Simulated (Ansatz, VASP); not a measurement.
# One calculation of HfSiW3, two programs

```
Hf Si W
1.0
     2.21826  -11.44101    0.00000
     2.21826   11.44101    0.00000
     0.00000    0.00000    3.25969
Hf Si W
2 2 6
Direct
  0.79525 0.20475 0.00000
  0.20475 0.79525 0.00000
  0.31720 0.68280 0.50000
  0.68280 0.31720 0.50000
  0.00000 0.00000 0.00000
  0.09908 0.90092 0.50000
  0.90092 0.09908 0.50000
  0.40485 0.59515 0.00000
  0.50000 0.50000 0.50000
  0.59515 0.40485 0.00000
```

Alike in both runs: functional PBE; k mesh 8 × 8 × 10; occupations gaussian, width 0.1 eV; no spin polarisation.

Ansatz relaxed the structure, and its values are those at the end. VASP's run is a single point on that final structure, the one shown.

|  | VASP | Ansatz |
| --- | --- | --- |
| version | VASP 6.6.1 | Ansatz 0.2.0 |
| potentials or method | VASP PAW PBE potentials, release 64 (Hf_pv, Si, W_sv), cutoff 520 eV | scalar-relativistic, plane waves, PAW |
| valence electrons in the cell | 112 | 144 |

|  | VASP | Ansatz | Ansatz less VASP |
| --- | --- | --- | --- |
| gap on the k mesh at the Fermi level (eV) | none | none | - |
| pressure (GPa) | 0.1 | 0.0 | -0.13 |
| rms of the force components (eV/Å) | 0.013 | 0.000 | -0.0128 |

A gap of «none» marks a metal or a gap that the smearing closes. VASP's potentials hold 112 valence electrons a cell and Ansatz's 144, so a difference there can come from the potentials and not from the codes.

Neither program's run includes spin-orbit coupling.
